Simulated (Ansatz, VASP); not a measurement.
Two plane-wave programs on Ta3GaC3

```
CELL_PARAMETERS angstrom
4.43518 0.00000 0.00000
0.00000 4.43518 0.00000
0.00000 0.00000 4.43518
ATOMIC_POSITIONS crystal
Ta 0.00000 0.50000 0.50000
Ta 0.50000 0.00000 0.50000
Ta 0.50000 0.50000 0.00000
Ga 0.00000 0.00000 0.00000
C 0.50000 0.00000 0.00000
C 0.00000 0.50000 0.00000
C 0.00000 0.00000 0.50000
```

Alike in both runs: functional PBE; k mesh 4 × 4 × 4; occupations gaussian, width 0.1 eV; no spin polarisation.

Ansatz relaxed the structure, and its values are those at the end. VASP's run is a single point on that final structure, the one shown.

|  | VASP | Ansatz |
| --- | --- | --- |
| version | VASP 6.6.1 | Ansatz 0.2.0 |
| potentials or method | VASP PAW PBE potentials, release 64 (Ta_pv, Ga_d, C), cutoff 520 eV | scalar-relativistic, plane waves, PAW |
| valence electrons in the cell | 58 | 64 |

Ansatz gave:

```
gap on the k mesh at the Fermi level (eV) : none
pressure (GPa)                            : -0.1
```

Task: What did VASP give for the same quantities?

Result: gap on the k mesh at the Fermi level (eV): none; pressure (GPa): 0.3.

A gap of «none» marks a metal or a gap that the smearing closes. With one functional, cell and mesh, what is left measures potentials, basis and numerics. VASP's potentials hold 58 valence electrons a cell and Ansatz's 64, so a difference there can come from the potentials and not from the codes.

Spin-orbit coupling is off throughout.
